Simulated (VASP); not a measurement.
# Mg64O65 (a cell with a defect) in VASP: a series of runs

Mg64O65 (a cell with a defect) is run at these levels: PBE; tasks: single point.

Everything below comes from runs of VASP 6.6.1. Logs are shortened: lines on timing, memory, paths and dates and some standing lists are left out, and cuts for length are marked.

### Step 1. The cell of the first run

The cell holds a defect, 129 atoms: a = 12.033 Å, b = 12.033 Å, c = 12.033 Å, α = 60.00°, β = 60.00°, γ = 60.00°.

### Step 2. Single point, PBE

INCAR

```
SYSTEM = Mg64O65
  PREC = Accurate
  ENCUT = 520
  EDIFF = 1E-6
  ISMEAR = -1
  SIGMA = 0.01
  LREAL = Auto
  LASPH = .TRUE.
  NELM = 80
  ALGO = Normal
  ISIF = 2
  LWAVE = .FALSE.
  LCHARG = .FALSE.
  GGA = PE
  NELECT = 520.0
  NBANDS = 329
  LUSENCCL = .FALSE.
```

KPOINTS

```
regular mesh
0
G
  1 1 1
  0 0 0
```

POSCAR

```
Mg64O65
1.0
    0.0000000000      8.5087624600      8.5087624600
    8.5087624600      0.0000000000      8.5087624600
    8.5087624600      8.5087624600      0.0000000000
Mg O
64 65
Direct
    0.0007309742     -0.0001827590     -0.0002721893
    0.0007549771     -0.0002153171      0.2497478572
   -0.0017720096      0.0046202777      0.4982392649
   -0.0018126873      0.0046873893      0.7488851884
    0.0007486030      0.2498163768     -0.0002956770
    0.0006995834      0.2502222401      0.2501824003
[... 121 lines left out ...]
    0.8725528097      0.8764452937      0.8763329746
    0.1875374524      0.6874376709      0.6877327901
```

Potentials or basis: VASP PAW PBE potentials, release 64 (Mg, O).

Launch:

```
$ cat potpaw_PBE.64/Mg/POTCAR potpaw_PBE.64/O/POTCAR > POTCAR
$ mpirun -np 1 vasp_gam > vasp.out
```

OUTCAR:

```text
SYSTEM = Mg64O65
   PREC = Accurate
   ENCUT = 520
   EDIFF = 1E-6
   ISMEAR = -1
   LREAL = Auto
   LASPH = .TRUE.
   NELM = 80
   ISIF = 2
   GGA = PE
   NELECT = 520.0

 ion  position               nearest neighbor table
   1  0.001  1.000  1.000-  80 2.10  68 2.12  77 2.12 116 2.13 125 2.13 113 2.13  29 3.00  20 3.00
                            17 3.00  13 3.00   4 3.00   5 3.01   2 3.01  50 3.01  53 3.01  14 3.02
   2  0.001  1.000  0.250-  78 2.10  77 2.12  65 2.12 114 2.13 126 2.13 113 2.13  30 3.00  18 3.00
                            17 3.00   3 3.00  15 3.00   1 3.01   5 3.01  54 3.01  50 3.01   6 3.02
   3  0.998  0.005  0.498-  79 1.91 114 2.11  78 2.16 127 2.16  66 2.16 115 2.16   7 2.97   6 2.97
                            55 2.97  18 3.00  52 3.00   2 3.00  51 3.00  19 3.02   4 3.02  16 3.05
   4  0.998  0.005  0.749-  79 1.91 116 2.11 128 2.16  80 2.16 115 2.16  67 2.16   7 2.97  56 2.97
                             8 2.97  52 3.00  20 3.00  49 3.00   1 3.00   3 3.02  19 3.02  32 3.05
   5  0.001  0.250  1.000-  72 2.10  68 2.12  65 2.12 117 2.13 120 2.13 113 2.13  21 3.00  24 3.00
                            17 3.00   9 3.00  12 3.00   1 3.01   2 3.01  54 3.01  53 3.01   8 3.02
   6  0.001  0.250  0.250-  69 2.06  66 2.06 118 2.12 114 2.14 117 2.14  65 2.14   9 2.97   3 2.97
                            22 2.99  21 3.00  18 3.00   7 3.00  10 3.00  55 3.01  58 3.02   2 3.02
   7  0.000  0.249  0.500-  66 2.13  67 2.13 115 2.13  70 2.13 118 2.13 119 2.13  19 2.97   4 2.97
                             3 2.97   6 3.00  22 3.00  55 3.00   8 3.00  56 3.00  23 3.00  11 3.02
   8  0.001  0.250  0.749-  67 2.06  71 2.06 119 2.12 120 2.14 116 2.14  68 2.14   4 2.97  12 2.97
                            23 2.99  20 3.00  24 3.00  11 3.00   7 3.00  60 3.01  56 3.01   5 3.02
   9  0.998  0.498  0.005-  76 1.91 117 2.11 124 2.16  72 2.16 121 2.16  69 2.16  10 2.97  58 2.97
                             6 2.97  61 3.00  21 3.00  57 3.00   5 3.00  25 3.02  13 3.02  16 3.05
  10  0.000  0.500  0.249- 121 2.13  69 2.13  73 2.13 122 2.13 118 2.13  70 2.13   9 2.97  13 2.97
                            25 2.97  58 3.00  62 3.00  26 3.00   6 3.00  22 3.00  14 3.00  11 3.02
  11  0.000  0.500  0.500-  71 2.13  74 2.13 123 2.13 122 2.13 119 2.13  70 2.13  27 2.97  12 2.97
                            15 2.97  14 3.00  63 3.00  26 3.00   8 3.00  60 3.00  23 3.00   7 3.02
  12  0.998  0.498  0.749-  75 1.91 120 2.11  72 2.16 124 2.16 123 2.16  71 2.16  11 2.97   8 2.97
                            60 2.97  64 3.00  24 3.00  57 3.00   5 3.00  15 3.02  27 3.02  28 3.05
  13  0.998  0.749  0.005-  76 1.91 125 2.11 128 2.16  80 2.16 121 2.16  73 2.16  10 2.97  62 2.97
                            14 2.97  61 3.00  29 3.00  49 3.00   1 3.00  25 3.02   9 3.02  16 3.05
  14  0.001  0.749  0.250-  73 2.06  74 2.06 122 2.12 126 2.14 125 2.14  77 2.14  13 2.97  15 2.97
                            26 2.99  29 3.00  30 3.00  11 3.00  10 3.00  63 3.01  62 3.02   2 3.02
  15  0.998  0.749  0.498-  75 1.91 126 2.11 127 2.16  78 2.16 123 2.16  74 2.16  11 2.97  14 2.97
                            63 2.97  30 3.00  64 3.00   2 3.00  51 3.00  12 3.02  27 3.02  31 3.05
[... 160 lines left out ...]
 127  0.873  0.876  0.625-  51 2.10  64 2.12  52 2.12  16 2.15  15 2.16   3 2.16
 128  0.873  0.876  0.876-  49 2.10  52 2.12  61 2.12  16 2.14  13 2.16   4 2.16
 129  0.188  0.687  0.688-  32 1.85  28 1.85  16 1.85  31 1.85

  LATTYP: Found a face centered cubic cell.
 ALAT       =    17.0175249200

  Lattice vectors:

 A1 = (   0.0000000000,   8.5087624600,   8.5087624600)
 A2 = (   8.5087624600,   0.0000000000,   8.5087624600)
 A3 = (   8.5087624600,   8.5087624600,   0.0000000000)

Analysis of symmetry for initial positions (statically):
=====================================================================
 Subroutine PRICEL returns:
 Original cell was already a primitive cell.

 Routine SETGRP: Setting up the symmetry group for a
 face centered cubic supercell.

 Subroutine GETGRP returns: Found  1 space group operations
 (whereof  1 operations were pure point group operations)
 out of a pool of 48 trial point group operations.

The static configuration has the point symmetry C_1 .

Analysis of symmetry for dynamics (positions and initial velocities):
=====================================================================
 Subroutine PRICEL returns:
 Original cell was already a primitive cell.

 Routine SETGRP: Setting up the symmetry group for a
 face centered cubic supercell.

 Subroutine GETGRP returns: Found  1 space group operations
 (whereof  1 operations were pure point group operations)
 out of a pool of 48 trial point group operations.

The dynamic configuration has the point symmetry C_1 .

 Subroutine INISYM returns: Found  1 space group operations
 (whereof  1 operations are pure point group operations),
 and found     1 'primitive' translations

----------------------------------------------------------------------------------------

                                     Primitive cell

  volume of cell :    1232.0524

  direct lattice vectors                    reciprocal lattice vectors
     0.000000000  8.508762460  8.508762460    -0.058762952  0.058762952  0.058762952
     8.508762460  0.000000000  8.508762460     0.058762952 -0.058762952  0.058762952
     8.508762460  8.508762460  0.000000000     0.058762952  0.058762952 -0.058762952

  length of vectors
    12.033207270 12.033207270 12.033207270     0.101780418  0.101780418  0.101780418

  position of ions in fractional coordinates (direct lattice)
     0.000730974  0.999817241  0.999727811
     0.000754977  0.999784683  0.249747857
     0.998227990  0.004620278  0.498239265
     0.998187313  0.004687389  0.748885188
     0.000748603  0.249816377  0.999704323
     0.000699583  0.250222240  0.250182400
[... 121 lines left out ...]
     0.872552810  0.876445294  0.876332975
     0.187537452  0.687437671  0.687732790

  ion indices of the primitive-cell ions
   primitive index   ion index
                 1           1
                 2           2
                 3           3
                 4           4
                 5           5
                 6           6
[... 19 lines left out ...]
                26          26
                27          27
   k-points           NKPTS =      1   k-points in BZ     NKDIM =      1   number of bands    NBANDS=    329
   number of dos      NEDOS =    301   number of ions     NIONS =    129
   total plane-waves  NPLWV = 729000
   dimension x,y,z NGX =    90 NGY =   90 NGZ =   90
   dimension x,y,z NGXF=   180 NGYF=  180 NGZF=  180
   ions per type =              64  65
   NGX,Y,Z   is equivalent  to a cutoff of  12.43, 12.43, 12.43 a.u.
   NGXF,Y,Z  is equivalent  to a cutoff of  24.87, 24.87, 24.87 a.u.
 SYSTEM =  Mg64O65
   PREC   = accura    normal or accurate (medium, high low for compatibility)
   ISTART =      0    job   : 0-new  1-cont  2-samecut
   ICHARG =      2    charge: 1-file 2-atom 10-const
   ISPIN  =      1    spin polarized calculation?
   LNONCOLLINEAR =      F non collinear calculations
   LSORBIT =      F    spin-orbit coupling
   LASPH  =      T    aspherical Exc in radial PAW
   ENCUT  =  520.0 eV  38.22 Ry    6.18 a.u.  22.37 22.37 22.37*2*pi/ulx,y,z
   NELM   =     80;   NELMIN=  2; NELMDL= -5     # of ELM steps
   EDIFF  = 0.1E-05   stopping-criterion for ELM
   LREAL  =      T    real-space projection
   EDIFFG = 0.1E-04   stopping-criterion for IOM
   NSW    =      0    number of steps for IOM
   IBRION =     -1    ionic relax: 0-MD 1-quasi-New 2-CG
   NFREE  =      0    steps in history (QN), initial steepest desc. (CG)
   ISIF   =      2    stress and relaxation
   ISYM   =      2    0-nonsym 1-usesym 2-fastsym
   POTIM  = 0.5000    time-step for ionic-motion
   TEBEG  =    0.0;   TEEND  =   0.0 temperature during run
   PSTRESS=    0.0 pullay stress
   NELECT =     520.0000    total number of electrons
   NUPDOWN=      -1.0000    fix difference up-down
   EMIN   =  10.00;   EMAX   =-10.00  energy-range for DOS
   EFERMI =   0.00;   METHOD = LEGACY
   ISMEAR =    -1;   SIGMA  =   0.01  broadening in eV -4-tet -1-fermi 0-gaus
   EFERMI_NEDOS =   21; number of points for ismear=-14 and -15
   IALGO  =     38    algorithm
   IMIX   =      4    mixing-type and parameters
     AMIX     =   0.40;   BMIX     =  1.00
     AMIX_MAG =   1.60;   BMIX_MAG =  1.00
  volume/ion in A,a.u.               =       9.55        64.45
  Fermi-wavevector in a.u.,A,eV,Ry     =   1.228003  2.320590 20.517479  1.507992
  Thomas-Fermi vector in A             =   2.362945
   LORBIT       =      0    0 simple, 1 ext, 2 COOP (PROOUT), +10 PAW based schemes
   GGA     = PE    functional components
   LHFCALC =     F    Hartree Fock is set to
   AEXX    =    0.0000 exact exchange contribution
   IVDW    =     0    specifies the selected vdW correction
   LEPSILON=     F    determine dielectric tensor
   LRPA    =     F    only Hartree local field effects (RPA)
 non-spin polarized calculation
  energy-cutoff  :      520.00
  volume of cell :     1232.05
 maximum number of plane-waves:     16612
 NGX is ok and might be reduce to    90
   NGX = 45   NGY = 45   NGZ = 45

 number of electron     519.9999862 magnetization

 Free energy of the ion-electron system (eV)
  ---------------------------------------------------
  ext. energy  EPLUGINS =         0.00000000
  ---------------------------------------------------
  free energy    TOTEN  =      -751.46706772 eV

  energy without entropy =     -751.46706772  energy(sigma->0) =     -751.46706772

 E-fermi :   5.7109     XC(G=0): -10.9840

 val. band max:        5.3769591027   @ k =   0.0000   0.0000   0.0000
 cond. band min:       7.4508514339   @ k =   0.0000   0.0000   0.0000
 fundamental gap:      2.0738923312
 Fermi energy:         5.7108618252

 k-point     1 :       0.0000    0.0000    0.0000
  band No.  band energies     occupation
      1     -14.2201      2.00000
      2     -13.7034      2.00000
      3     -13.7033      2.00000
      4     -13.7029      2.00000
      5     -13.6968      2.00000
      6     -13.6603      2.00000
[... 264 lines left out ...]
    271      10.6760      0.00000
    272      10.6762      0.00000
 [bands above 272 left out]

------------------------ aborting loop because EDIFF is reached ----------------------------------------

  FORCE on cell =-STRESS in cart. coord.  units (eV):
  Direction    XX          YY          ZZ          XY          YZ          ZX
  --------------------------------------------------------------------------------------
  -------------------------------------------------------------------------------------
  Total       34.3110091     34.1788029     34.2794919      0.0099476     -0.0025335     -0.0159754
  in kB       44.6184911     44.4465684     44.5775057      0.0129359     -0.0032946     -0.0207747
  external PRESSURE =      44.5475217 kB  Pullay stress =       0.0000000 kB

 VOLUME and BASIS-vectors are now :
 -----------------------------------------------------------------------------
  energy-cutoff  :      520.00
  volume of cell :     1232.05
      direct lattice vectors                 reciprocal lattice vectors
     0.000000000  8.508762460  8.508762460    -0.058762952  0.058762952  0.058762952
     8.508762460  0.000000000  8.508762460     0.058762952 -0.058762952  0.058762952
     8.508762460  8.508762460  0.000000000     0.058762952  0.058762952 -0.058762952

 POSITION                                       TOTAL-FORCE (eV/Angst)
 -----------------------------------------------------------------------------------
     17.01365      8.51267      8.51343        -0.002876      0.005180      0.005511
     10.63198      2.13147      8.51335        -0.003817      0.000501      0.005133
      4.27871     12.73308      8.53300         0.001005      0.011897      0.001202
      6.41197     14.86542      8.53322        -0.012337     -0.000265      0.002698
     10.63187      8.51262      2.13200        -0.003579      0.005168     -0.000434
      4.25782      2.13470      2.13503        -0.000165      0.008451      0.008224
[... 121 lines left out ...]
     14.91397     14.88085     14.88181         0.009411      0.000242     -0.001490
     11.70100      7.44747      7.44496        -0.001645     -0.001034     -0.001198
 -----------------------------------------------------------------------------------
    total drift:                               -0.029156     -0.029737     -0.029986

  FREE ENERGIE OF THE ION-ELECTRON SYSTEM (eV)
  ---------------------------------------------------
  free  energy   TOTEN  =      -751.4670677217 eV

  energy  without entropy=     -751.4670677217  energy(sigma->0) =     -751.46706772
```

It took 1.9 min on 1 × NVIDIA H100 80GB with 1 thread of Intel Xeon Platinum 8481C at 2.70GHz (Sapphire Rapids), shared host; peak memory 1.9 GiB.

Results:

```yaml
Free_energy: -751.4671 eV
Largest_force: 0.013 eV/Å
```

Forces on the atoms (eV/Å):
```
Mg  -0.003  0.005  0.006
Mg  -0.004  0.001  0.005
Mg   0.001  0.012  0.001
Mg  -0.012  0.000  0.003
Mg  -0.004  0.005  0.000
Mg   0.000  0.008  0.008
Mg  -0.004  0.005 -0.005
Mg  -0.007  0.000  0.008
Mg   0.000  0.002  0.012
Mg  -0.004 -0.003  0.005
Mg   0.006  0.007  0.007
Mg  -0.002 -0.002  0.013
Mg  -0.012  0.003  0.000
Mg  -0.009  0.009  0.000
Mg  -0.003  0.011 -0.002
Mg  -0.004  0.005  0.007
Mg   0.000 -0.001 -0.001
Mg   0.004  0.000  0.001
Mg   0.003  0.000 -0.013
Mg   0.001 -0.004 -0.001
Mg   0.004  0.000  0.000
Mg  -0.001 -0.008 -0.008
Mg   0.007 -0.001 -0.009
Mg  -0.001 -0.005 -0.001
Mg   0.002 -0.011 -0.001
Mg   0.008 -0.007  0.000
Mg   0.012 -0.002 -0.001
Mg   0.009 -0.004  0.008
Mg   0.001  0.001 -0.003
Mg  -0.002 -0.001 -0.003
Mg   0.005  0.002 -0.001
Mg  -0.006 -0.004 -0.006
Mg   0.001  0.001  0.001
Mg  -0.004 -0.002 -0.001
Mg   0.006  0.005 -0.002
Mg  -0.001 -0.003  0.000
Mg  -0.004  0.000 -0.004
Mg  -0.001  0.002  0.002
Mg  -0.001  0.004 -0.004
Mg   0.000 -0.001  0.004
Mg   0.006 -0.002  0.006
Mg   0.000 -0.003  0.005
Mg   0.012  0.001  0.001
Mg   0.000 -0.011  0.003
Mg   0.000  0.001  0.000
Mg  -0.001  0.006  0.001
Mg   0.000  0.004 -0.010
Mg  -0.003  0.001  0.000
Mg  -0.001 -0.003 -0.004
Mg   0.001 -0.001  0.002
Mg   0.005  0.000 -0.004
Mg   0.000 -0.001  0.004
Mg   0.003  0.003 -0.001
Mg   0.001  0.000  0.000
Mg   0.008  0.009 -0.001
Mg  -0.007 -0.009  0.000
Mg   0.006 -0.002  0.000
Mg   0.008  0.001  0.008
Mg   0.006 -0.004 -0.004
Mg   0.001 -0.007  0.009
Mg   0.001  0.004  0.000
Mg  -0.009  0.001 -0.008
Mg  -0.001  0.009 -0.008
Mg  -0.003 -0.002 -0.001
O    0.001 -0.003 -0.003
O   -0.001 -0.003  0.004
O    0.003  0.006  0.004
O    0.001 -0.001  0.003
O    0.000  0.002 -0.002
O   -0.008  0.003  0.003
O   -0.005  0.005 -0.005
O   -0.005  0.003 -0.009
O    0.003  0.003  0.006
O   -0.005 -0.006  0.003
O   -0.004 -0.002 -0.006
O    0.007  0.005 -0.007
O    0.001  0.000 -0.001
O   -0.005 -0.008  0.001
O    0.007 -0.008  0.006
O    0.011  0.001  0.001
O    0.002  0.000  0.001
O    0.001 -0.004  0.000
O    0.002  0.001  0.002
O   -0.001 -0.003 -0.001
O    0.001 -0.001 -0.003
O   -0.001  0.002  0.000
O   -0.008  0.003 -0.005
O   -0.001  0.012 -0.003
O    0.001  0.001 -0.002
O   -0.008 -0.006  0.001
O   -0.008  0.006  0.005
O   -0.001  0.010  0.000
O   -0.001 -0.001 -0.002
O   -0.001 -0.002  0.008
O   -0.001  0.001  0.013
O    0.001  0.001  0.001
O    0.001  0.001  0.002
O   -0.001 -0.002  0.006
O   -0.001 -0.002  0.001
O    0.001  0.001  0.001
O   -0.002  0.006 -0.001
O   -0.004 -0.001  0.001
O   -0.003  0.002 -0.001
O   -0.003 -0.002  0.000
O   -0.002  0.000 -0.002
O   -0.003 -0.002  0.003
O    0.005  0.003  0.002
O   -0.003  0.000  0.001
O    0.000  0.000  0.000
O   -0.003 -0.001  0.000
O   -0.002  0.002  0.001
O   -0.003  0.000  0.000
O    0.006 -0.002 -0.002
O   -0.001 -0.005  0.000
O    0.003 -0.003  0.000
O   -0.002 -0.004  0.001
O    0.000 -0.002 -0.006
O   -0.005 -0.005 -0.003
O    0.003  0.003 -0.010
O    0.000  0.001 -0.001
O    0.003  0.000 -0.003
O    0.005 -0.011  0.004
O    0.002 -0.006 -0.005
O    0.002 -0.006 -0.009
O    0.000  0.000 -0.002
O    0.003 -0.002  0.001
O    0.004 -0.008 -0.005
O    0.009  0.000 -0.001
O   -0.002 -0.001 -0.001
```

Caveat: the k points lie up to 0.64 Å⁻¹ apart; the cell carries a net charge on a neutralising background, which shifts energy and pressure; the cell is charged against a uniform background, so pressure and absolute levels hang on convention.

(Continued in part 2 of 2.)
